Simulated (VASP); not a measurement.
Here is a VASP 6.6.1 calculation.

The input INCAR:

```
ALGO     = Normal         # electronic algorithm
EDIFF    = 1E-7           # SCF threshold, eV
ENCUT    = 520            # plane-wave cutoff, eV
GGA      = PE             # functional
ISIF     = 2              # what is computed and relaxed
ISMEAR   = -1             # smearing method
IVDW     = 12             # dispersion correction
LASPH    = T              # aspherical terms in the spheres
LCHARG   = F              # write CHGCAR
LREAL    = Auto         
LWAVE    = F              # write WAVECAR
NBANDS   = 61             # bands
NELM     = 60             # most SCF steps
PREC     = Accurate       # precision mode
SIGMA    = 0.02           # smearing width, eV
```

KPOINTS

```
k-points
0
Gamma
  1 1 1
```

Contents of POSCAR:

```
H18CO10
1.0
    6.7165700000      0.0000000000      0.0000000000
    0.0000000000      6.7165700000      0.0000000000
    0.0000000000      0.0000000000      6.7165700000
O H C
10 18 1
Direct
    0.4270781068      0.0813361582      0.3851221680
    0.5631743583      0.6016314875      0.9294178427
    0.9246832833      0.6022270296      0.0850880732
    0.8230986947      1.0438065858      0.8003936533
    0.1841713851      0.4194998340      0.4857390007
    0.1438978526      0.1600668198      0.0522141510
    0.3387741064      0.6978115318      0.2470010735
    0.4587907221      0.1843351592      0.8135849102
    0.8525184730      0.5209802027      0.5745194348
    0.7669390775      0.2518994070      0.4259019112
    0.3683576587      0.1519078935      0.2680534856
    0.5780777986      0.0973264628      0.3740599741
    0.7013550071      0.5631892469      0.9644059393
    0.4909499938      0.4811831039      0.8998789561
    0.9499491556      0.7313852160      0.1527267638
    1.0402928876      0.5752787509      0.0060149749
    0.9260232529      1.0430026040      0.8963354808
    0.8324635938      0.9289116320      0.7218863200
    0.2665348534      0.5116301922      0.4044028425
    0.1693423876      0.2977710349      0.3980305424
    0.0739961022      0.2904309789      0.0572464815
    0.2370555209      0.1760571244     -0.0694848710
    0.3648737376      0.8317340547      0.3053046421
    0.4299515973      0.6744216170      0.1296495086
    0.3997725029      0.1584290791      0.6919752195
    0.5940085490      0.1212821425      0.8097734409
    0.9918306517      0.4732475058      0.5218735158
    0.5639783401      0.4260359082      0.5760827327
    0.7239409401      0.4021546712      0.5183747061
```

Potentials or basis: VASP PAW PBE potentials, release 64 (O, H, C).

Launch:

```console
$ cat potpaw_PBE.64/O/POTCAR potpaw_PBE.64/H/POTCAR potpaw_PBE.64/C/POTCAR > POTCAR
$ mpirun -np 1 vasp_gam > vasp.out
```

(1) Estimate the band gap on the k mesh.

(2) Estimate the largest force.

(3) What does it give for the dispersion energy per atom?

## Answers

(1) 4.08 eV.

(2) 4.357 eV/Å.

(3) -0.036 eV.

Caveat: the k points lie up to 0.94 Å⁻¹ apart.
